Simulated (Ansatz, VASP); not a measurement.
# Two plane-wave programs on Li27H26Cl

```xyz
54
Lattice="0.0000 6.0259 6.0259 6.0259 0.0000 6.0259 6.0259 6.0259 0.0000" Properties=species:S:1:pos:R:3 pbc="T T T"
Li   -0.0039   -0.0039   -0.0039
Li    2.0086    2.0086   -0.2085
Li    4.0212    4.0212   -0.0039
Li    2.0086   -0.2085    2.0086
Li    4.2257    2.0086    2.0086
Li    6.0164    4.0267    2.0086
Li    4.0212   -0.0039    4.0212
Li    6.0164    2.0086    4.0267
Li    8.0345    4.0267    4.0267
Li   -0.2085    2.0086    2.0086
Li    2.0086    4.2257    2.0086
Li    4.0267    6.0164    2.0086
Li    2.0086    2.0086    4.2257
Li    4.0212    4.0212    4.0212
Li    6.0219    6.0219    4.0212
Li    4.0267    2.0086    6.0164
Li    6.0219    4.0212    6.0219
Li    8.0345    6.0164    6.0164
Li   -0.0039    4.0212    4.0212
Li    2.0086    6.0164    4.0267
Li    4.0267    8.0345    4.0267
Li    2.0086    4.0267    6.0164
Li    4.0212    6.0219    6.0219
Li    6.0164    8.0345    6.0164
Li    4.0267    4.0267    8.0345
Li    6.0164    6.0164    8.0345
Li    8.0345    8.0345    8.0345
Cl    2.0086    2.0086    2.0086
H     4.0616    4.0616    2.0086
H     5.9815    5.9815    2.0086
H     4.0616    2.0086    4.0616
H     6.0294    4.0137    4.0137
H     8.0345    5.9815    4.0616
H     5.9815    2.0086    5.9815
H     8.0345    4.0616    5.9815
H    10.0395    6.0294    6.0294
H     2.0086    4.0616    4.0616
H     4.0137    6.0294    4.0137
H     5.9815    8.0345    4.0616
H     4.0137    4.0137    6.0294
H     6.0294    6.0294    6.0294
H     8.0345    8.0345    6.0741
H     5.9815    4.0616    8.0345
H     8.0345    6.0741    8.0345
H     9.9949    8.0345    8.0345
H     2.0086    5.9815    5.9815
H     4.0616    8.0345    5.9815
H     6.0294   10.0395    6.0294
H     4.0616    5.9815    8.0345
H     6.0741    8.0345    8.0345
H     8.0345    9.9949    8.0345
H     6.0294    6.0294   10.0395
H     8.0345    8.0345    9.9949
H    10.0395   10.0395   10.0395
```

Alike in both runs: functional PBE; k mesh 3 × 3 × 3; occupations fermi-dirac, width 0.01 eV; no spin polarisation.

Ansatz relaxed the structure, and its values are those at the end. VASP's run is a single point on that final structure, the one shown.

|  | VASP | Ansatz |
| --- | --- | --- |
| version | VASP 6.6.1 | Ansatz 0.2.0 |
| potentials or method | VASP PAW PBE potentials, release 64 (Li_sv, Cl, H) | plane-wave PAW, scalar-relativistic |
| plane-wave cutoff (eV) | 520 | 420 |
| valence electrons in the cell | 114 | 114 |

|  | VASP | Ansatz | Ansatz less VASP |
| --- | --- | --- | --- |
| gap on the k mesh at the Fermi level (eV) | 3.53 | 3.54 | +0.005 |
| rms of the force components (eV/Å) | 0.008 | 0.007 | -0.0001 |

Ansatz's warnings: stress scf threshold loose.

Noted on VASP's run: the cutoff is under 1.25 times that of the potentials, so the pressure is a little rough.
